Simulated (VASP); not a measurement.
The system is WS2, a slab with vacuum.

```
W S
1.0
     3.18321    0.00000    0.00000
    -1.59160    2.75674    0.00000
     0.00000    0.00000   23.66876
W S
2 4
Direct
  0.33333 0.66667 0.63732
  0.66667 0.33333 0.36268
  0.33333 0.66667 0.29682
  0.66667 0.33333 0.57144
  0.33333 0.66667 0.42856
  0.66667 0.33333 0.70318
```

Base run:

| Quantity | Value |
| --- | --- |
| Program | VASP 6.6.1 |
| Functional | PBEsol |
| Potentials or basis | VASP PAW PBE potentials, release 64 (W_sv, S) |
| Cutoff | 520 eV |
| k mesh | 7 × 7 × 1 |
| Occupations | fermi-dirac, width 0.1 eV |
| Spin | no spin polarisation |

Its results: band gap on the k mesh 1.64 eV, indirect (least direct gap 2.40 eV); largest force 0.095 eV/Å.

**Question.** After a change of settings the same cell gave: band gap on the k mesh 1.46 eV, indirect (least direct gap 1.76 eV); largest force 0.089 eV/Å. Which change was it?
A. k mesh from 7 × 7 × 1 to 6 × 6 × 1; further incar settings from ALGO = Normal; EDIFF = 1e-06; NBANDS = 35 to ALGO = Normal; EDIFF = 1e-07; NBANDS = 35
B. k mesh from 7 × 7 × 1 to 5 × 5 × 1
C. k mesh from 7 × 7 × 1 to 4 × 4 × 1

**Answer.** A.

Caveats: the PAW data sets were made with another functional, which shifts forces and pressure a little; spin-orbit coupling is left out, which moves the levels of the heavy elements.
